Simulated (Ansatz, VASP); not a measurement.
## One calculation of Co, two programs

The input INCAR:

```
PREC     = Accurate       # precision mode
ENCUT    = 520            # plane-wave cutoff, eV
EDIFF    = 1E-6           # SCF threshold, eV
ISMEAR   = -1             # smearing method
SIGMA    = 0.08           # smearing width, eV
LREAL    = F              # projectors in reciprocal space
LASPH    = T              # aspherical terms in the spheres
NELM     = 150            # most SCF steps
ALGO     = Normal         # electronic algorithm
ISIF     = 2              # what is computed and relaxed
LWAVE    = F              # write WAVECAR
LCHARG   = F              # write CHGCAR
ISPIN    = 2              # spin polarisation
MAGMOM   = 2 2            # initial moments
LORBIT   = 11             # projections on sites
LMAXMIX  = 4              # l up to which the mixer works
GGA      = PE             # functional
NBANDS   = 20             # bands
```

KPOINTS

```
Automatic mesh
0
Gamma
  15 15 8
```

The input POSCAR:

```
Co
1.0
    2.2679537550      0.0000000000      0.0000000000
   -1.1339768775      1.9641055664      0.0000000000
    0.0000000000      0.0000000000      3.6812415201
Co
2
Direct
    0.3333333333      0.6666666667      0.2500000000
    0.6666666667      0.3333333333      0.7500000000
```

Input for Ansatz:

```yaml
crystal:
  lattice:
    - [2.267953755, 0.0, 0.0]
    - [-1.1339768775, 1.9641055664, 0.0]
    - [0.0, 0.0, 3.6812415201]
  atoms:
    - { symbol: Co, position: [0.3333333333, 0.6666666667, 0.25], spin: 2.0 }
    - { symbol: Co, position: [0.6666666667, 0.3333333333, 0.75], spin: 2.0 }
magnetization:
  spin_polarized: true
kpoints:
  mp_grid: { grid: [15, 15, 8] }
scf:
  occupations: { method: fermi_dirac, width: 0.08 }
  lower_state_search: "off"
hamiltonian:
  xc: pbe
  pseudopotentials: { kind: paw }
output:
  forces: true
  stress: true
  eigenvalues: true
  populations: true
```

Change from the starting cell: volume scaled by 0.74, PAW files.

Alike in both runs: task single point; functional PBE; k mesh 15 × 15 × 8; occupations fermi-dirac, width 0.08 eV; collinear spin.

```csv
,VASP,Ansatz
version,VASP 6.6.1,Ansatz 0.2.0
potentials or method,"VASP PAW PBE potentials, release 64 (Co)","PAW with Ansatz's default frozen-core files, scalar-relativistic"
plane-wave cutoff (eV),520,420
valence electrons in the cell,18,34
```

```csv
,VASP,Ansatz,Ansatz less VASP
pressure (GPa),106.6,108.9,+2.26
"traceless stress, the component that is largest in VASP (GPa)",-1.94,-1.91,+0.027
net moment per atom (μB),0.99,0.98,-0.010
size of the moment on the site where the two differ most (μB),0.97,1.02,+0.048
```

Site moments also hang on the region over which each program counts them. Both programs put the cell under a high pressure, so it lies far from rest at this level. With one functional, cell and mesh, what is left measures potentials, basis and numerics. VASP's potentials hold 18 valence electrons a cell and Ansatz's 34, so a difference there can come from the potentials and not from the codes.

Noted on VASP's run: the cell as given lies far from equilibrium.
